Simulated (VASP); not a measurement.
**Si8O: single point with PBE+D3(BJ)**

Slab: Si8O, a slab with vacuum.

```
Si O
1.0
     3.81552    0.00000    0.00000
     0.00000    6.31294    0.00000
     0.00000    0.00000   21.33187
Si O
8 1
Direct
  0.00000 0.93690 0.18751
  0.00000 0.56310 0.18751
  0.50000 0.43690 0.23915
  0.50000 0.06310 0.23915
  0.50000 0.93327 0.34304
  0.50000 0.56673 0.34304
  0.00000 0.42663 0.38590
  0.00000 0.07337 0.38590
  0.50000 0.75996 0.50309
```

```json
{
  "Program": "VASP 6.6.1",
  "Task": "single point",
  "Functional": "PBE",
  "Dispersion": "D3(BJ)",
  "Potentials or basis": "VASP PAW PBE potentials, release 64 (Si, O)",
  "Cutoff": "520 eV",
  "k mesh": "7 × 4 × 1",
  "Occupations": "gaussian, width 0.05 eV",
  "Spin": "collinear spin, ferromagnetic start",
  "Starting moments": "[0.0, 0.0, 0.0, 0.0, 0.0, 0.0, 0.0, 0.0, 2.0] μB",
  "Dipole correction": "yes",
  "Further INCAR settings": "ALGO = Normal; EDIFF = 1e-07; NBANDS = 33"
}
```

| Item | Value |
| --- | --- |
| Largest force | 0.928 eV/Å |
| Net moment | 1.50 μB per cell |
| Site moments | Si -0.01, -0.02, -0.00, +0.00; O +1.31 μB |
| Valence electrons inside the program's atomic spheres | Si 1.64, 1.67, 1.70, 1.68; O 4.61 |
| Dispersion energy per atom | -0.241 eV |

Forces on the atoms (eV/Å):
```
Si   0.000 -0.711  0.596
Si   0.000  0.710  0.587
Si   0.000 -0.042 -0.631
Si   0.000  0.041 -0.630
Si   0.000 -0.018  0.159
Si   0.000  0.016  0.158
Si   0.000  0.321  0.161
Si   0.000 -0.332  0.188
O    0.000  0.015 -0.588
```

Levels at points of the mesh, in eV from the Fermi level:
Spin up:
```
           k point  band 16  band 17  band 18  band 19  band 20  band 21  band 22  band 23  band 24  band 25
(0.00, 0.00, 0.00)    -1.04    -0.99    -0.82    -0.08     0.25     0.39     1.31     1.76     2.31     3.11
(0.00, 0.50, 0.00)    -1.92    -1.05    -1.00    -0.95    -0.86     0.83     1.28     1.98     2.10     2.28
```
Spin down:
```csv
k point,band 16,band 17,band 18,band 19,band 20,band 21
"(0.00, 0.00, 0.00)",-0.32,-0.09,-0.01,0.33,0.44,0.98
"(0.00, 0.50, 0.00)",-1.02,-1.02,-0.08,-0.02,0.81,0.98
```

It took 18 min on 1 thread of Intel(R) Xeon(R) 6975P-C (Granite Rapids) (shared host), peak memory 0.84 GiB.
